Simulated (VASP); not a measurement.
# S (P6_3/mmc) in VASP: notebook

The runs below take S through relaxation of cell and atoms, with PBE+D4.

All numbers are computed with VASP 6.6.1; they aren't measurements. Logs are shortened: lines on timing, memory, paths and dates and some standing lists are left out, and cuts for length are marked.

## (1) The cell of the first run

Symmetry: P6_3/mmc, No. 194, hexagonal system. Conventional cell: a = 2.970 Å, b = 2.970 Å, c = 4.850 Å, α = 90.00°, β = 90.00°, γ = 120.00°. S (site symmetry -6m2) has 12 S at 2.97 Å within 3.9 Å.

This isn't the form of S at room conditions, which is orthorhombic, of S8 rings.

## (2) Relaxation of cell and atoms, PBE+D4

The input, INCAR:

```
SYSTEM = S
PREC = Accurate ; ENCUT = 600
EDIFF = 1E-6 ; ISMEAR = -1
SIGMA = 0.05 ; LREAL = .False.
LASPH = .True. ; NELM = 60
ALGO = Normal ; ISIF = 3
LWAVE = .False. ; LCHARG = .False.
GGA = PE ; IVDW = 13
IBRION = 2 ; NSW = 80
EDIFFG = -0.03
```

The input, KPOINTS:

```
regular mesh
0
Gamma
  17 17 9
  0 0 0
```

The input, POSCAR:

```
S
1.0
    2.9700000000      0.0000000000      0.0000000000
   -1.4850000000      2.5720954492      0.0000000000
    0.0000000000      0.0000000000      4.8500100000
S
2
Direct
    0.3333333333      0.6666666667      0.2500000000
    0.6666666667      0.3333333333      0.7500000000
```

Potentials or basis: VASP PAW PBE potentials, release 64 (S).

The run is started by

```sh
$ cat potpaw_PBE.64/S/POTCAR > POTCAR
$ mpirun -np 1 vasp_std > vasp.out
```

OUTCAR:

```text
SYSTEM = S
   PREC = Accurate
   ENCUT = 600
   EDIFF = 1E-6
   ISMEAR = -1
   LREAL = .False.
   LASPH = .True.
   NELM = 60
   ISIF = 3
   GGA = PE
   IVDW = 13
   IBRION = 2
   NSW = 80
   EDIFFG = -0.03

 ion  position               nearest neighbor table
   1  0.333  0.667  0.250-
   2  0.667  0.333  0.750-

  LATTYP: Found a hexagonal cell.
 ALAT       =     2.9700000000
 C/A-ratio  =     1.6330000000

  Lattice vectors:

 A1 = (   2.9700000000,   0.0000000000,   0.0000000000)
 A2 = (  -1.4850000000,   2.5720954492,   0.0000000000)
 A3 = (   0.0000000000,   0.0000000000,   4.8500100000)

Analysis of symmetry for initial positions (statically):
=====================================================================
 Subroutine PRICEL returns:
 Original cell was already a primitive cell.

 Routine SETGRP: Setting up the symmetry group for a
 hexagonal supercell.

 Subroutine GETGRP returns: Found 24 space group operations
 (whereof 12 operations were pure point group operations)
 out of a pool of 24 trial point group operations.

The static configuration has the point symmetry D_3d.
 The point group associated with its full space group is D_6h.

Analysis of symmetry for dynamics (positions and initial velocities):
=====================================================================
 Subroutine PRICEL returns:
 Original cell was already a primitive cell.

 Routine SETGRP: Setting up the symmetry group for a
 hexagonal supercell.

 Subroutine GETGRP returns: Found 24 space group operations
 (whereof 12 operations were pure point group operations)
 out of a pool of 24 trial point group operations.

The dynamic configuration has the point symmetry D_3d.
 The point group associated with its full space group is D_6h.

 Subroutine INISYM returns: Found 24 space group operations
 (whereof 12 operations are pure point group operations),
 and found     1 'primitive' translations

----------------------------------------------------------------------------------------

                                     Primitive cell

  volume of cell :      37.0498

  direct lattice vectors                    reciprocal lattice vectors
     2.970000000  0.000000000  0.000000000     0.336700337  0.194394030  0.000000000
    -1.485000000  2.572095449  0.000000000     0.000000000  0.388788060  0.000000000
     0.000000000  0.000000000  4.850010000     0.000000000  0.000000000  0.206185142

  length of vectors
     2.970000000  2.970000000  4.850010000     0.388788060  0.388788060  0.206185142

  position of ions in fractional coordinates (direct lattice)
     0.333333333  0.666666667  0.250000000
     0.666666667  0.333333333  0.750000000

  ion indices of the primitive-cell ions
   primitive index   ion index
                 1           1
                 2           2

----------------------------------------------------------------------------------------

 KPOINTS: regular mesh

Automatic generation of k-mesh.
 Grid dimensions read from file:
 generate k-points for:   17   17    9

 Generating k-lattice:

  Cartesian coordinates                     Fractional coordinates (reciprocal lattice)
     0.019805902  0.011434943  0.000000000     0.058823529 -0.000000000  0.000000000
     0.000000000  0.022869886  0.000000000     0.000000000  0.058823529  0.000000000
     0.000000000  0.000000000  0.022909460     0.000000000  0.000000000  0.111111111

  Length of vectors
     0.022869886  0.022869886  0.022909460

  Shift w.r.t. Gamma in fractional coordinates (k-lattice)
     0.000000000  0.000000000  0.000000000

 Subroutine IBZKPT returns following result:
 ===========================================

 Found    165 irreducible k-points:

 Following reciprocal coordinates:
            Coordinates               Weight
  0.000000  0.000000  0.000000      1.000000
  0.058824  0.000000  0.000000      6.000000
  0.117647  0.000000  0.000000      6.000000
  0.176471  0.000000  0.000000      6.000000
  0.235294  0.000000  0.000000      6.000000
  0.294118  0.000000  0.000000      6.000000
[... 16 lines left out ...]
  0.411765  0.117647  0.000000     12.000000
  0.176471  0.176471  0.000000      6.000000
 [... further k-points ...]
   k-points           NKPTS =    165   k-points in BZ     NKDIM =    165   number of bands    NBANDS=     10
   number of dos      NEDOS =    301   number of ions     NIONS =      2
   total plane-waves  NPLWV =  23040
   dimension x,y,z NGX =    24 NGY =   24 NGZ =   40
   dimension x,y,z NGXF=    48 NGYF=   48 NGZF=   80
   ions per type =               2
   NGX,Y,Z   is equivalent  to a cutoff of  13.43, 13.43, 13.71 a.u.
   NGXF,Y,Z  is equivalent  to a cutoff of  26.87, 26.87, 27.42 a.u.
 SYSTEM =  S
   PREC   = accura    normal or accurate (medium, high low for compatibility)
   ISTART =      0    job   : 0-new  1-cont  2-samecut
   ICHARG =      2    charge: 1-file 2-atom 10-const
   ISPIN  =      1    spin polarized calculation?
   LNONCOLLINEAR =      F non collinear calculations
   LSORBIT =      F    spin-orbit coupling
   LASPH  =      T    aspherical Exc in radial PAW
   ENCUT  =  600.0 eV  44.10 Ry    6.64 a.u.   5.93  5.93  9.69*2*pi/ulx,y,z
   NELM   =     60;   NELMIN=  2; NELMDL= -5     # of ELM steps
   EDIFF  = 0.1E-05   stopping-criterion for ELM
   LREAL  =      F    real-space projection
   EDIFFG = -.3E-01   stopping-criterion for IOM
   NSW    =     80    number of steps for IOM
   IBRION =      2    ionic relax: 0-MD 1-quasi-New 2-CG
   NFREE  =      1    steps in history (QN), initial steepest desc. (CG)
   ISIF   =      3    stress and relaxation
   ISYM   =      2    0-nonsym 1-usesym 2-fastsym
   POTIM  = 0.5000    time-step for ionic-motion
   TEBEG  =    0.0;   TEEND  =   0.0 temperature during run
   PSTRESS=    0.0 pullay stress
   NELECT =      12.0000    total number of electrons
   NUPDOWN=      -1.0000    fix difference up-down
   EMIN   =  10.00;   EMAX   =-10.00  energy-range for DOS
   EFERMI =   0.00;   METHOD = LEGACY
   ISMEAR =    -1;   SIGMA  =   0.05  broadening in eV -4-tet -1-fermi 0-gaus
   EFERMI_NEDOS =   21; number of points for ismear=-14 and -15
   IALGO  =     38    algorithm
   IMIX   =      4    mixing-type and parameters
     AMIX     =   0.40;   BMIX     =  1.00
     AMIX_MAG =   1.60;   BMIX_MAG =  1.00
  volume/ion in A,a.u.               =      18.52       125.01
  Fermi-wavevector in a.u.,A,eV,Ry     =   1.124277  2.124575 17.197737  1.263998
  Thomas-Fermi vector in A             =   2.260948
   LORBIT       =      0    0 simple, 1 ext, 2 COOP (PROOUT), +10 PAW based schemes
   GGA     = PE    functional components
   LHFCALC =     F    Hartree Fock is set to
   AEXX    =    0.0000 exact exchange contribution
   IVDW    =    13    specifies the selected vdW correction
   LEPSILON=     F    determine dielectric tensor
   LRPA    =     F    only Hartree local field effects (RPA)
 conjugate gradient relaxation of ions
 non-spin polarized calculation
  energy-cutoff  :      600.00
  volume of cell :       37.05
 maximum number of plane-waves:      1263
 NGX is ok and might be reduce to    24
   NGX = 11   NGY = 11   NGZ = 19

--------------------------------------- Ionic step        1  -------------------------------------------

 number of electron      11.9999998 magnetization

 Free energy of the ion-electron system (eV)
  ---------------------------------------------------
  ext. energy  EPLUGINS =         0.00000000
  ---------------------------------------------------
  free energy    TOTEN  =        -5.51294121 eV

  energy without entropy =       -5.49645333  energy(sigma->0) =       -5.50469727

------------------------ aborting loop because EDIFF is reached ----------------------------------------

  DFT-D4 for vdW energy calculation

  Edisp (eV):   -0.69850
[... 105 lines left out ...]
  FREE ENERGIE OF THE ION-ELECTRON SYSTEM (eV)
  ---------------------------------------------------
  free  energy   TOTEN  =        -6.5608357741 eV

  energy  without entropy=       -6.5511406506  energy(sigma->0) =       -6.55598821

 E-fermi :  10.0354     XC(G=0): -11.6813

 val. band max:       10.0256442653   @ k =   0.4118   0.0588   0.3333
 cond. band min:      10.0596136634   @ k =   0.1765   0.0588   0.3333
 fundamental gap:      0.0339693981
 Fermi energy:        10.0353546789

 k-point     1 :       0.0000    0.0000    0.0000
  band No.  band energies     occupation
      1      -8.9872      2.00000
      2       1.1961      2.00000
      3       2.8466      2.00000
      4       7.3000      2.00000
      5       7.3000      2.00000
      6      11.1016      0.00000
      7      11.1016      0.00000
      8      13.5129      0.00000
      9      15.0185      0.00000
     10      19.7641      0.00000
[... 287 lines left out ...]
 k-point    24 :       0.1765    0.1765    0.0000
  band No.  band energies     occupation
      1      -7.4034      2.00000
      2      -0.7959      2.00000
      3       4.1419      2.00000
      4       4.3133      2.00000
      5       5.8236      2.00000
      6      10.5176      0.00013
      7      10.9706      0.00000
      8      12.0026      0.00000
      9      16.7134      0.00000
     10      18.2461      0.00000

 [... further k-points ...]

[... ionic steps 4 to 17 ...]

--------------------------------------- Ionic step       18  -------------------------------------------

 number of electron      11.9999998 magnetization

------------------------ aborting loop because EDIFF is reached ----------------------------------------
[... 75 lines left out ...]
--------------------------------------- Ionic step       20  -------------------------------------------

 number of electron      11.9999998 magnetization

 Free energy of the ion-electron system (eV)
  ---------------------------------------------------
  ext. energy  EPLUGINS =         0.00000000
  ---------------------------------------------------
  free energy    TOTEN  =        -6.54277290 eV

  energy without entropy =       -6.53434539  energy(sigma->0) =       -6.53855914

 E-fermi :   7.5477     XC(G=0): -10.9104

 val. band max:        7.5467228152   @ k =   0.2353   0.1176   0.0000
 cond. band min:       7.5692501346   @ k =   0.1176   0.1176   0.1111
 fundamental gap:      0.0225273194
 Fermi energy:         7.5477033095

 k-point     1 :       0.0000    0.0000    0.0000
  band No.  band energies     occupation
      1      -9.6973      2.00000
      2      -1.4955      2.00000
      3       1.7578      2.00000
      4       4.9877      2.00000
      5       4.9877      2.00000
      6       8.4382      0.00000
      7       8.4382      0.00000
      8      11.4868      0.00000
      9      11.6207      0.00000
     10      16.8193      0.00000
[... 287 lines left out ...]
 k-point    24 :       0.1765    0.1765    0.0000
  band No.  band energies     occupation
      1      -8.3965      2.00000
      2      -3.1587      2.00000
      3       2.5277      2.00000
      4       2.9893      2.00000
      5       4.0605      2.00000
      6       7.7676      0.02430
      7       8.4910      0.00000
      8       9.2915      0.00000
      9      14.2666      0.00000
     10      14.5716      0.00000

 [... further k-points ...]

------------------------ aborting loop because EDIFF is reached ----------------------------------------

  DFT-D4 for vdW energy calculation

  Edisp (eV):   -0.79295
[... 25 lines left out ...]
  FREE ENERGIE OF THE ION-ELECTRON SYSTEM (eV)
  ---------------------------------------------------
  free  energy   TOTEN  =        -7.3357267737 eV

  energy  without entropy=       -7.3272992703  energy(sigma->0) =       -7.33151302

 reached required accuracy - stopping structural energy minimisation
```

Wall time 4.2 min (1 thread of Intel Xeon Platinum 8559C (Emerald Rapids), shared host); peak memory 0.21 GiB.

What came out:

| Property | Result |
| --- | --- |
| Free energy | -7.3357 eV |
| Relaxed volume | 16.21 Å³/atom |
| Relaxed cell | a = 3.275 Å, b = 3.275 Å, c = 3.488 Å, α = 90.00°, β = 90.00°, γ = 120.00° |
| Space group after relaxing (to 0.1 Å) | P6_3/mmc (No. 194) |
| Energy gained by relaxing | 562.1 meV/atom |
| Ionic steps | 20 |
| Pressure after relaxing | 0.0 GPa |
| Band gap on the k mesh | zero (bands 6 and 7 overlap by 2.08 eV) |
| Dispersion energy per atom | -0.396 eV |

The path:
| step | energy change (eV) | largest force (eV/Å) | pressure (GPa) | volume (Å³) |
| --- | --- | --- | --- | --- |
| 1 | 0.0000 | 0.0000 | -11.41 | 37.05 |
| 2 | -0.3437 | 0.0000 | -0.50 | 30.40 |
| 3 | -0.3494 | 0.0000 | 1.60 | 29.71 |
| 4 | -0.5018 | 0.0000 | 4.18 | 28.97 |
| 5 | -0.7536 | 0.0000 | 11.43 | 27.65 |
| 6 | -0.0222 | 0.0000 | 46.17 | 24.25 |
| 7 | -0.7844 | 0.0000 | 17.42 | 26.93 |
| 8 | -0.8293 | 0.0000 | 17.21 | 27.15 |
| 9 | -0.9105 | 0.0000 | 17.04 | 27.73 |
| 10 | -0.8015 | 0.0000 | 17.33 | 28.62 |
| 11 | -0.8951 | 0.0000 | 17.23 | 28.15 |
| 12 | -0.9110 | 0.0000 | 17.13 | 27.98 |
| 13 | -0.9889 | 0.0000 | 13.02 | 28.83 |
| 14 | -1.1132 | 0.0000 | 3.06 | 31.47 |
| 15 | -1.1226 | 0.0000 | 0.42 | 32.40 |
| 16 | -1.1228 | 0.0000 | 0.07 | 32.54 |
| 17 | -1.1232 | 0.0000 | 0.06 | 32.52 |
| 18 | -1.1241 | 0.0000 | 0.02 | 32.46 |
| 19 | -1.1238 | 0.0000 | -0.04 | 32.34 |
| 20 | -1.1243 | 0.0000 | -0.01 | 32.41 |

Final structure:
```yaml
crystal:
  lattice:
    - [3.27541, 0.00000, 0.00000]
    - [-1.63770, 2.83659, 0.00000]
    - [0.00000, 0.00000, 3.48834]
  atoms:
    - { symbol: S, position: [0.33333, 0.66667, 0.25000] }
    - { symbol: S, position: [0.66667, 0.33333, 0.75000] }
```

Caveat: a cell axis changed by over 15 % at a fixed basis, so the end point is rough.

## (3) Relaxation of cell and atoms, PBE+D4, target pressure 5 GPa, at which the enthalpy is minimised

The input, INCAR:

```
PREC     = Accurate       # precision mode
ENCUT    = 600            # plane-wave cutoff, eV
EDIFF    = 1E-7           # SCF threshold, eV
ISMEAR   = -1             # smearing method
SIGMA    = 0.05           # smearing width, eV
LREAL    = F              # projectors in reciprocal space
LASPH    = T              # aspherical terms in the spheres
NELM     = 100            # most SCF steps
ALGO     = Normal         # electronic algorithm
ISIF     = 3              # what is computed and relaxed
LWAVE    = F              # write WAVECAR
LCHARG   = F              # write CHGCAR
GGA      = PE             # functional
IVDW     = 13             # dispersion correction
IBRION   = 2              # ionic algorithm
NSW      = 80             # ionic steps
EDIFFG   = -0.03          # ionic threshold
PSTRESS  = 50.0
```

The input, KPOINTS:

```
Automatic mesh
0
Gamma
  17 17 9
```

POSCAR is that of step 2.

Potentials or basis: VASP PAW PBE potentials, release 64 (S).

The run is started by

```sh
$ cat potpaw_PBE.64/S/POTCAR > POTCAR
$ mpirun -np 1 vasp_std > vasp.out
```

It took 4.6 min on 1 thread of Intel Xeon Platinum 8559C (Emerald Rapids), shared host; peak memory 0.21 GiB.

It converged, with:

* Free energy: -7.3113 eV
* Relaxed volume: 15.34 Å³/atom
* Relaxed cell: a = 3.200 Å, b = 3.200 Å, c = 3.459 Å, α = 90.00°, β = 90.00°, γ = 120.00°
* Space group after relaxing (to 0.1 Å): P6_3/mmc (No. 194)
* Energy change on relaxing (the run minimises the enthalpy): -549.9 meV/atom
* Ionic steps: 18
* Pressure after relaxing: 4.8 GPa
* Band gap on the k mesh: zero (bands 6 and 7 overlap by 2.22 eV)
* Dispersion energy per atom: -0.417 eV

Stress tensor (GPa, compression positive):
```
4.71 0.00 0.00
0.00 4.71 0.00
0.00 0.00 4.98
```

Step by step:
```
step  energy change (eV)  largest force (eV/Å)  pressure (GPa)  volume (Å³)
   1              0.0000                0.0000          -11.42        37.05
   2             -0.2810                0.0000            9.01        27.76
   3             -0.3051                0.0000            6.43        28.38
   4             -0.4320                0.0000            8.68        27.85
   5             -0.6365                0.0000           27.17        25.69
   6             -0.6866                0.0000           20.12        26.31
   7             -0.6778                0.0000           22.95        26.06
   8             -0.7294                0.0000           22.31        26.32
   9             -0.8302                0.0000           20.93        27.05
  10             -0.7706                0.0000           18.78        28.30
  11             -0.8356                0.0000           20.10        27.59
  12             -0.8411                0.0000           20.44        27.37
  13             -0.9293                0.0000           16.29        28.11
  14             -1.0898                0.0000            5.96        30.40
  15             -1.0989                0.0000            5.01        30.66
  16             -1.1010                0.0000            4.76        30.72
  17             -1.1007                0.0000            4.77        30.71
  18             -1.0998                0.0000            4.80        30.68
```

Final structure:
```
S
1.0
     3.20030    0.00000    0.00000
    -1.60015    2.77154    0.00000
     0.00000    0.00000    3.45872
S
2
Direct
  0.33333 0.66667 0.25000
  0.66667 0.33333 0.75000
```

Levels at points of the mesh, in eV from the Fermi level:
| k point | band 3 | band 4 | band 5 | band 6 | band 7 | band 8 | band 9 | band 10 |
| --- | --- | --- | --- | --- | --- | --- | --- | --- |
| (0.00, 0.00, 0.00) | -6.29 | -2.59 | -2.59 | 0.97 | 0.97 | 3.88 | 4.29 | 9.48 |

Caveat: the cell is relaxed towards a set pressure, so the run minimises the enthalpy, not the energy; the volume moved by over 15 % at a fixed basis, so the end points are rough.

(Part 1 of 2 ends here.)

The gap in the log of VASP goes by the Fermi energy; the results here count the filled bands.